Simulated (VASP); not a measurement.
Wanted: the native input for a VASP 6.6.1 run.

```yaml
Task: single point
Functional: PBE
Potentials_or_basis: VASP PAW PBE potentials, release 64 (B, P)
Cutoff: 520 eV
k_mesh: 10 × 10 × 10
Occupations: gaussian, width 0.05 eV
Spin: no spin polarisation
Dipole_correction: no
Further_INCAR_settings: ALGO = Normal; EDIFF = 1e-06; NBANDS = 11
```

The structure of BP lies in POSCAR:

```
BP
1.0
    0.0000000000      2.2968933808      2.2741518622
    2.2741518622      0.0000000000      2.2741518622
    2.2741518622      2.2968933808      0.0000000000
B P
1 1
Direct
    0.0000000000      0.0000000000      0.0000000000
    0.7500000000      0.7500000000      0.7500000000
```

This cell differs from its parent crystal: strain +0.0100 x Voigt [0, 1, 0, 0, 0, 0].

One way to write it, as run:

INCAR

```
PREC = Accurate
ENCUT = 520
EDIFF = 1E-6
ISMEAR = 0
SIGMA = 0.05
LREAL = False
LASPH = True
NELM = 100
ALGO = Normal
ISIF = 2
LWAVE = False
LCHARG = False
GGA = PE
NBANDS = 11
```

KPOINTS

```
regular mesh
0
Gamma
  10 10 10
```

Potentials or basis: VASP PAW PBE potentials, release 64 (B, P).

Run with:

```bash
$ cat potpaw_PBE.64/B/POTCAR potpaw_PBE.64/P/POTCAR > POTCAR
$ mpirun -np 1 vasp_std > vasp.out
```

It gave:

* Pressure: -1.8 GPa
* Band gap on the k mesh: 1.19 eV, indirect (least direct gap 3.33 eV)

Caveat: the cell differs from its parent crystal (strain +0.0100 x Voigt [0, 1, 0, 0, 0, 0]).

It took 7 s on 1 thread of Intel(R) Xeon(R) 6975P-C (Granite Rapids), on a shared host, peak memory 0.14 GiB.
